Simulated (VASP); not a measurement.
# C (C2/m) in VASP: notebook, part 2 of 2

VASP 6.6.1. Earlier steps stand in the parts before.

### 4 Relaxation of cell and atoms, PBEsol

This run uses another cell than the first one, of 9.15 Å³/atom.

Input file INCAR:

```
  ALGO = Normal
  EDIFF = 1E-7
  EDIFFG = -0.01
  ENCUT = 600
  GGA = PS
  IBRION = 2
  ISIF = 3
  ISMEAR = -1
  LASPH = T
  LCHARG = F
  LREAL = F
  LWAVE = F
  NELM = 100
  NSW = 60
  PREC = Accurate
  SIGMA = 0.05
```

Input file KPOINTS:

```
k-points
0
Gamma
  13 13 8
```

Input file POSCAR:

```
C
1.0
    2.1273203072     -1.2282824400      0.0000000000
    2.1273203072      1.2282824400      0.0000000000
   -1.3790696309      0.0000000000      3.5028300786
C
2
Direct
    0.1666444700      0.1666444700      0.9999069600
    0.8333555300      0.8333555300      0.0000930400
```

Potentials or basis: VASP PAW PBE potentials, release 64 (C).

Run with:

```console
> cat potpaw_PBE.64/C/POTCAR > POTCAR
> mpirun -np 1 vasp_std > vasp.out
```

OUTCAR:

```text
EDIFF = 1E-7
   EDIFFG = -0.01
   ENCUT = 600
   GGA = PS
   IBRION = 2
   ISIF = 3
   ISMEAR = -1
   LASPH = T
   LREAL = F
   NELM = 100
   NSW = 60
   PREC = Accurate

 ion  position               nearest neighbor table
   1  0.167  0.167  1.000-   2 1.42   2 1.42   2 1.42
   2  0.833  0.833  0.000-   1 1.42   1 1.42   1 1.42

  LATTYP: Found a base centered monoclinic cell.
 ALAT       =     4.2546406144
 B/A-ratio  =     0.5773848141
 C/A-ratio  =     0.8848045598
 COS(beta)  =    -0.3663329314

  Lattice vectors:

 A1 = (   2.1273203072,  -1.2282824400,   0.0000000000)
 A2 = (   2.1273203072,   1.2282824400,   0.0000000000)
 A3 = (  -1.3790696309,   0.0000000000,   3.5028300786)

Analysis of symmetry for initial positions (statically):
=====================================================================
 Subroutine PRICEL returns:
 Original cell was already a primitive cell.

 Routine SETGRP: Setting up the symmetry group for a
 base centered monoclinic supercell.

 Subroutine GETGRP returns: Found  4 space group operations
 (whereof  4 operations were pure point group operations)
 out of a pool of  4 trial point group operations.

The static configuration has the point symmetry C_2h.

Analysis of symmetry for dynamics (positions and initial velocities):
=====================================================================
 Subroutine PRICEL returns:
 Original cell was already a primitive cell.

 Routine SETGRP: Setting up the symmetry group for a
 base centered monoclinic supercell.

 Subroutine GETGRP returns: Found  4 space group operations
 (whereof  4 operations were pure point group operations)
 out of a pool of  4 trial point group operations.

The dynamic configuration has the point symmetry C_2h.

 Subroutine INISYM returns: Found  4 space group operations
 (whereof  4 operations are pure point group operations),
[... 135 lines left out ...]

 number of electron       8.0000000 magnetization

 Free energy of the ion-electron system (eV)
  ---------------------------------------------------
  ext. energy  EPLUGINS =         0.00000000
  ---------------------------------------------------
  free energy    TOTEN  =       -19.29461537 eV

  energy without entropy =      -19.29461412  energy(sigma->0) =      -19.29461474

------------------------ aborting loop because EDIFF is reached ----------------------------------------

  FORCE on cell =-STRESS in cart. coord.  units (eV):
  Direction    XX          YY          ZZ          XY          YZ          ZX
  --------------------------------------------------------------------------------------
  -------------------------------------------------------------------------------------
  Total        0.1882176      0.1800130      0.0275624      0.0000000      0.0000000     -0.0035331
  in kB       16.4736779     15.7555776      2.4123868      0.0000000      0.0000000     -0.3092313
  external PRESSURE =      11.5472141 kB  Pullay stress =       0.0000000 kB
[... 89 lines left out ...]
  FREE ENERGIE OF THE ION-ELECTRON SYSTEM (eV)
  ---------------------------------------------------
  free  energy   TOTEN  =       -19.2948644855 eV

  energy  without entropy=      -19.2948631770  energy(sigma->0) =      -19.29486383

[... ionic steps 4 to 19 ...]

--------------------------------------- Ionic step       20  -------------------------------------------

 number of electron       7.9999999 magnetization

------------------------ aborting loop because EDIFF is reached ----------------------------------------
[... 67 lines left out ...]
--------------------------------------- Ionic step       22  -------------------------------------------

 number of electron       7.9999999 magnetization

 Free energy of the ion-electron system (eV)
  ---------------------------------------------------
  ext. energy  EPLUGINS =         0.00000000
  ---------------------------------------------------
  free energy    TOTEN  =       -19.29513128 eV

  energy without entropy =      -19.29513056  energy(sigma->0) =      -19.29513092

 E-fermi :   4.1583     XC(G=0): -10.1150

 val. band max:        3.6785996769   @ k =  -0.3077   0.3077   0.0000
 cond. band min:       4.6649134712   @ k =  -0.3077   0.3077   0.0000
 fundamental gap:      0.9863137943
 Fermi energy:         4.1583172016

 k-point     1 :       0.0000    0.0000    0.0000
  band No.  band energies     occupation
      1     -15.5133      2.00000
      2      -2.8246      2.00000
      3       1.1232      2.00000
      4       1.1282      2.00000
      5       7.7021      0.00000
      6      12.4712      0.00000
      7      12.4721      0.00000
      8      15.5963      0.00000
[... 243 lines left out ...]
 k-point    24 :       0.4615    0.1538    0.0000
  band No.  band energies     occupation
      1     -11.6118      2.00000
      2      -6.6015      2.00000
      3      -3.5333      2.00000
      4       0.9586      2.00000
      5       7.5509      0.00000
      6      13.5853      0.00000
      7      14.1610      0.00000
      8      17.5574      0.00000

 [... further k-points ...]
[... 5 lines left out ...]
  --------------------------------------------------------------------------------------
  -------------------------------------------------------------------------------------
  Total        0.0113634     -0.0044912     -0.0000961      0.0000000      0.0000000     -0.0018086
  in kB        0.9724973     -0.3843616     -0.0082285      0.0000000      0.0000000     -0.1547809
  external PRESSURE =       0.1933024 kB  Pullay stress =       0.0000000 kB
[... 17 lines left out ...]
  FREE ENERGIE OF THE ION-ELECTRON SYSTEM (eV)
  ---------------------------------------------------
  free  energy   TOTEN  =       -19.2951312843 eV

  energy  without entropy=      -19.2951305571  energy(sigma->0) =      -19.29513092

 reached required accuracy - stopping structural energy minimisation
```

CONTCAR:

```text
C
   1.00000000000000
     2.1300707229603768   -1.2300128517058271   -0.0055029056848744
     2.1300707229603768    1.2300128517058271   -0.0055029056848744
    -1.3898996086215709    0.0000000000000000    3.5762777978047873
  C
     2
Direct
     0.1666736766633365    0.1666736766633365    0.9999784391338046
     0.8333263233366636    0.8333263233366636    0.0000215608661954

  0.00000000E+00  0.00000000E+00  0.00000000E+00
  0.00000000E+00  0.00000000E+00  0.00000000E+00
```

Wall time 10 min (1 thread of AMD EPYC 7R43 (Zen 3), shared host); peak memory 0.13 GiB.

Results:

* Free energy: -19.2951 eV
* Relaxed volume: 9.36 Å³/atom
* Relaxed cell: a = 2.460 Å, b = 2.460 Å, c = 3.837 Å, α = 108.41°, β = 108.41°, γ = 60.01°
* Space group after relaxing (to 0.1 Å): R-3m (No. 166)
* Energy gained by relaxing: 0.3 meV/atom
* Ionic steps: 22
* Pressure after relaxing: 0.0 GPa
* Largest force after relaxing: 0.005 eV/Å

Forces on the atoms (eV/Å):
```
C   -0.004  0.000 -0.003
C    0.004  0.000  0.003
```

The path:
```tsv
step	energy change (eV)	largest force (eV/Å)	pressure (GPa)	volume (Å³)
1	0.0000	0.0045	1.15	18.31
2	0.0011	0.0077	-2.36	18.48
3	-0.0002	0.0021	0.09	18.36
4	-0.0002	0.0020	0.05	18.36
5	-0.0003	0.0036	0.03	18.37
6	-0.0003	0.0183	0.04	18.40
7	-0.0003	0.0480	0.02	18.47
8	-0.0003	0.0468	0.02	18.47
9	-0.0004	0.0433	0.02	18.48
10	-0.0004	0.0370	0.02	18.49
11	-0.0004	0.0286	0.04	18.51
12	-0.0004	0.0402	0.05	18.55
13	-0.0004	0.0530	0.03	18.57
14	-0.0004	0.0463	0.03	18.59
15	-0.0005	0.0271	0.06	18.66
16	-0.0005	0.0116	0.07	18.78
17	-0.0005	0.0111	0.08	18.71
18	-0.0005	0.0055	0.05	18.73
19	-0.0005	0.0095	0.09	18.71
20	-0.0005	0.0075	0.06	18.72
21	-0.0005	0.0084	0.08	18.72
22	-0.0005	0.0049	0.02	18.72
```

Final structure:
```yaml
crystal:
  lattice:
    - [2.13007, -1.23001, -0.00550]
    - [2.13007, 1.23001, -0.00550]
    - [-1.38990, 0.00000, 3.57628]
  atoms:
    - { symbol: C, position: [0.16667, 0.16667, 0.99998] }
    - { symbol: C, position: [0.83333, 0.83333, 0.00002] }
```

Caveat: this functional lacks dispersion, which binds the layers, so the pressure and a relaxed spacing across them are unreliable; the PAW data sets were made with another functional, which shifts forces and pressure a little.

### 5 Relaxation of cell and atoms, RPBE

This run uses another cell than the first one, of 9.15 Å³/atom.

Input file INCAR:

```
SYSTEM = C
PREC = Accurate
ENCUT = 600
EDIFF = 1E-7
ISMEAR = -1
SIGMA = 0.05
LREAL = .False.
LASPH = .True.
NELM = 80
ALGO = Normal
ISIF = 3
LWAVE = .False.
LCHARG = .False.
GGA = RP
IBRION = 2
NSW = 60
EDIFFG = -0.01
```

Input file KPOINTS:

```
Automatic mesh
0
Gamma
  13 13 8
  0 0 0
```

POSCAR is that of step 4.

Run with:

```console
> cat potpaw_PBE.64/C/POTCAR > POTCAR
> mpirun -np 1 vasp_std > vasp.out
```

It took 12 min on 1 thread of AMD EPYC 7R43 (Zen 3), shared host; peak memory 0.14 GiB.

It converged, with:

* Free energy: -17.6390 eV
* Relaxed volume: 11.40 Å³/atom
* Relaxed cell: a = 2.477 Å, b = 2.477 Å, c = 4.512 Å, α = 105.63°, β = 105.63°, γ = 60.01°
* Space group after relaxing (to 0.1 Å): R-3m (No. 166)
* Energy gained by relaxing: 24.9 meV/atom
* Ionic steps: 15
* Pressure after relaxing: 0.0 GPa

Forces in eV/Å, atoms in the order of the input:
```
C    0.002  0.000  0.002
C   -0.002  0.000 -0.002
```

Stress tensor (GPa, compression positive):
```
 0.05  0.00  0.00
 0.00 -0.02  0.00
 0.00  0.00 -0.10
```

The path:
| step | energy change (eV) | largest force (eV/Å) | pressure (GPa) | volume (Å³) |
| --- | --- | --- | --- | --- |
| 1 | 0.0000 | 0.0048 | 7.59 | 18.31 |
| 2 | 0.0285 | 0.0076 | -11.39 | 19.48 |
| 3 | -0.0100 | 0.0022 | 0.63 | 18.69 |
| 4 | -0.0141 | 0.0043 | 0.55 | 18.88 |
| 5 | -0.0245 | 0.0220 | 0.34 | 19.44 |
| 6 | -0.0389 | 0.0587 | 0.04 | 20.56 |
| 7 | -0.0494 | 0.1351 | -0.56 | 22.80 |
| 8 | 0.0760 | 3.3809 | 8.91 | 22.81 |
| 9 | -0.0498 | 0.0376 | -0.15 | 22.80 |
| 10 | -0.0498 | 0.0276 | -0.08 | 22.80 |
| 11 | -0.0498 | 0.0289 | -0.06 | 22.80 |
| 12 | -0.0488 | 0.2587 | 0.24 | 22.75 |
| 13 | -0.0498 | 0.0187 | -0.02 | 22.80 |
| 14 | -0.0493 | 0.1917 | -0.03 | 22.76 |
| 15 | -0.0498 | 0.0026 | -0.02 | 22.79 |

Final structure:
```
C
1.0
     2.14534   -1.23874   -0.00348
     2.14534    1.23874   -0.00348
    -1.39642    0.00000    4.29063
C
2
Direct
  0.16666 0.16666 0.99998
  0.83334 0.83334 0.00002
```

Caveat: the volume moved by over 15 % at a fixed basis, so the end points are rough; this functional lacks dispersion, which binds the layers, so the pressure and a relaxed spacing across them are unreliable; the PAW data sets were made with another functional, which shifts forces and pressure a little.

### 6 Summary

| task | level | potentials or basis | cell | cutoff (eV) | pressure (GPa) | relaxed volume (Å³/atom) |
| --- | --- | --- | --- | --- | --- | --- |
| single point | r2SCAN | VASP PAW PBE potentials, release 64 (C) | a = 2.456, b = 2.456, c = 3.820 Å, angles 108.7, 108.7, 60.0°, 2 atoms | 520 | 0.6 | - |
| relaxation of cell and atoms | LDA | VASP PAW LDA potentials, release 64 (C) | relaxed from a = 2.456, b = 2.456, c = 3.765 Å, angles 108.5, 108.5, 60.0°, 2 atoms | 600 | 0.0 | 8.56 |
| relaxation of cell and atoms | PBEsol | VASP PAW PBE potentials, release 64 (C) | relaxed from a = 2.456, b = 2.456, c = 3.765 Å, angles 108.5, 108.5, 60.0°, 2 atoms | 600 | 0.0 | 9.36 |
| relaxation of cell and atoms | RPBE | VASP PAW PBE potentials, release 64 (C) | relaxed from a = 2.456, b = 2.456, c = 3.765 Å, angles 108.5, 108.5, 60.0°, 2 atoms | 600 | 0.0 | 11.40 |

Alike in all rows: no spin polarisation; k mesh 13 × 13 × 8; smearing fermi-dirac 0.05 eV.

Caveats: the PAW data sets were made with another functional, which shifts forces and pressure a little (at least some runs); this functional lacks dispersion, which binds the layers, so the pressure and a relaxed spacing across them are unreliable (at least some runs); the volume moved by over 15 % at a fixed basis, so the end points are rough (at least some runs).

Total energies depend on the potentials used, so only differences within one code and one set of settings carry meaning.
